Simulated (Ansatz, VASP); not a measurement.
## Two plane-wave programs on MgCd3Te4

File INCAR:

```
PREC     = Accurate       # precision mode
ENCUT    = 600            # plane-wave cutoff, eV
EDIFF    = 1E-6           # SCF threshold, eV
ISMEAR   = 0              # smearing method
SIGMA    = 0.1            # smearing width, eV
LREAL    = False          # projectors in reciprocal space
LASPH    = True           # aspherical terms in the spheres
NELM     = 80             # most SCF steps
ALGO     = Normal         # electronic algorithm
ISIF     = 3              # what is computed and relaxed
LWAVE    = False          # write WAVECAR
LCHARG   = False          # write CHGCAR
GGA      = PE             # functional
IBRION   = 2              # ionic algorithm
NSW      = 80             # ionic steps
EDIFFG   = -0.025         # ionic threshold
```

The input KPOINTS:

```
Automatic mesh
0
Gamma
  2 2 2
```

The input POSCAR:

```
MgCd3Te4
1.0
    6.5800284624     -0.0285058639      0.0361101286
   -0.0285058639      6.5386930064      0.0463273692
    0.0361101286      0.0463273692      6.5026561436
Mg Cd Te
1 3 4
Direct
    0.0032264405      0.0057524943     -0.0181504786
   -0.0065341192      0.4911307093      0.5023812080
    0.5007870052     -0.0068535376      0.5025710382
    0.5030931494      0.4998023231      0.0057363758
    0.7500797922      0.7613217080      0.2562676047
    0.7533552667      0.2589896839      0.7498765221
    0.2517913099      0.7419865669      0.7537901867
    0.2442011554      0.2478700520      0.2475275431
```

Input for Ansatz:

```yaml
crystal:
  lattice:
    - [6.5800284624, -0.0285058639, 0.0361101286]
    - [-0.0285058639, 6.5386930064, 0.0463273692]
    - [0.0361101286, 0.0463273692, 6.5026561436]
  atoms:
    - { symbol: Mg, position: [0.0032264405, 0.0057524943, -0.0181504786] }
    - { symbol: Cd, position: [-0.0065341192, 0.4911307093, 0.502381208] }
    - { symbol: Cd, position: [0.5007870052, -0.0068535376, 0.5025710382] }
    - { symbol: Cd, position: [0.5030931494, 0.4998023231, 0.0057363758] }
    - { symbol: Te, position: [0.7500797922, 0.761321708, 0.2562676047] }
    - { symbol: Te, position: [0.7533552667, 0.2589896839, 0.7498765221] }
    - { symbol: Te, position: [0.2517913099, 0.7419865669, 0.7537901867] }
    - { symbol: Te, position: [0.2442011554, 0.247870052, 0.2475275431] }
basis:
  ecutwfc: 420
kpoints:
  mp_grid: { grid: [2, 2, 2] }
hamiltonian:
  xc: pbe
scf:
  occupations: { method: gaussian, width: 0.1 }
  lower_state_search: "off"
output:
  forces: true
  stress: true
  eigenvalues: true
relax:
  adjacent_minimum: "off"
  f_tol: 0.025
  max_steps: 60
  cell: { stress_tol: 0.25 }
```

Change from the starting cell: cell x1, atoms moved at random (sigma 0.05 Å) and cell strained at random (1.5 %), then relaxed without symmetry.

Alike in both runs: task relaxation of cell and atoms; functional PBE; k mesh 2 × 2 × 2; occupations gaussian, width 0.1 eV; no spin polarisation.

|  | VASP | Ansatz |
| --- | --- | --- |
| version | VASP 6.6.1 | Ansatz 0.2.0 |
| potentials or method | VASP PAW PBE potentials, release 64 (Mg, Cd, Te), cutoff 600 eV | scalar-relativistic, plane waves, PAW |
| valence electrons in the cell | 62 | 134 |

```tsv
	VASP	Ansatz	Ansatz less VASP
gap on the k mesh at the Fermi level, each at its own relaxed structure (eV)	0.96	0.97	+0.010
relaxed volume (Å³/atom)	35.95	35.88	-0.071
relaxed cell length with the largest relative difference (Å)	6.597	6.589	-0.0078
```

VASP's potentials hold 62 valence electrons a cell and Ansatz's 134, so a difference there can come from the potentials and not from the codes.

The k mesh is coarse, so the values compare programs but aren't converged. Neither program's run includes spin-orbit coupling.
